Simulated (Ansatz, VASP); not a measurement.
## One calculation of Ga3As3CO, two programs

INCAR

```
SYSTEM = Ga3As3CO
PREC     = Accurate       ! precision mode
ENCUT    = 520            ! plane-wave cutoff, eV
EDIFF    = 1E-6           ! SCF threshold, eV
ISMEAR   = 0              ! smearing method
SIGMA    = 0.05           ! smearing width, eV
LREAL    = .False.        ! projectors in reciprocal space
LASPH    = .True.         ! aspherical terms in the spheres
NELM     = 80             ! most SCF steps
ALGO     = Normal         ! electronic algorithm
ISIF     = 2              ! what is computed and relaxed
LWAVE    = .False.        ! write WAVECAR
LCHARG   = .True.         ! write CHGCAR
LDIPOL   = .True.       
IDIPOL   = 3            
DIPOL    = 0.5 0.5 0.320
GGA      = PE             ! functional
IVDW     = 12             ! dispersion correction
LELF     = .True.         ! ELF
LVHAR    = .True.       
LVACPOTAV= .True.       
NBANDS   = 42             ! bands
```

The input KPOINTS:

```
Automatic mesh
0
Gamma
  7 5 1
  0 0 0
```

File POSCAR:

```
Ga3As3CO
1.0
    4.0137031111      0.0000000000      0.0000000000
    0.0000000000      5.6762333751      0.0000000000
    0.0000000000      0.0000000000     23.3352699083
Ga As O C
3 3 1 1
Direct
    0.5000000000      0.5000000000      0.1714143447
    0.0000000000      0.0653835255      0.2680035048
    0.5000000000      0.4894639609      0.3228546357
    0.0000000000      0.2500000000      0.1714143447
    0.5000000000      0.8102208698      0.2504948966
    0.0000000000      0.2887573198      0.3593388866
    0.3333333333      0.4554239865      0.4836142866
    0.3333333333      0.4554239865      0.5328959107
```

Input for Ansatz:

```yaml
crystal:
  lattice:
    - [4.0137031111, 0.0, 0.0]
    - [0.0, 5.6762333751, 0.0]
    - [0.0, 0.0, 23.3352699083]
  atoms:
    - { symbol: Ga, position: [0.5, 0.5, 0.1714143447] }
    - { symbol: As, position: [0.0, 0.25, 0.1714143447] }
    - { symbol: Ga, position: [0.0, 0.0653835255, 0.2680035048] }
    - { symbol: As, position: [0.5, 0.8102208698, 0.2504948966] }
    - { symbol: Ga, position: [0.5, 0.4894639609, 0.3228546357] }
    - { symbol: As, position: [0.0, 0.2887573198, 0.3593388866] }
    - { symbol: O, position: [0.3333333333, 0.4554239865, 0.4836142866] }
    - { symbol: C, position: [0.3333333333, 0.4554239865, 0.5328959107] }
basis:
  ecutwfc: 420
kpoints:
  mp_grid: { grid: [7, 5, 1] }
hamiltonian:
  xc: pbe
  pseudopotentials: { kind: paw, azcp: { folder: soft_1 } }
  dispersion: d3bj
scf:
  occupations: { method: gaussian, width: 0.05 }
output:
  forces: true
  eigenvalues: true
efield:
  axis: 3
  dipole_correction: true
  ramp_width: 0.04
```

Alike in both runs: task single point; functional PBE; dispersion D3(BJ); k mesh 7 × 5 × 1; occupations gaussian, width 0.05 eV; no spin polarisation.

|  | VASP | Ansatz |
| --- | --- | --- |
| version | VASP 6.6.1 | Ansatz 0.2.0 |
| potentials or method | VASP PAW PBE potentials, release 64 (Ga_d, As, O, C), cutoff 520 eV | scalar-relativistic, plane waves, PAW |
| valence electrons in the cell | 64 | 94 |

Ansatz gave:

| Quantity | Value |
| --- | --- |
| gap on the k mesh at the Fermi level (eV) | 0.41 |
| least direct gap on the mesh (eV) | 0.75 |
| rms of the force components (eV/Å) | 0.548 |

Estimate VASP's values.

gap on the k mesh at the Fermi level (eV): 0.40; least direct gap on the mesh (eV): 0.75; rms of the force components (eV/Å): 0.382.

One of these differences is far larger than is usual between the two programs; its cause wasn't traced. VASP's potentials hold 64 valence electrons a cell and Ansatz's 94, so a difference there can come from the potentials and not from the codes.

Noted on VASP's run: the standard files for N, O and F lose accuracy on very short bonds.
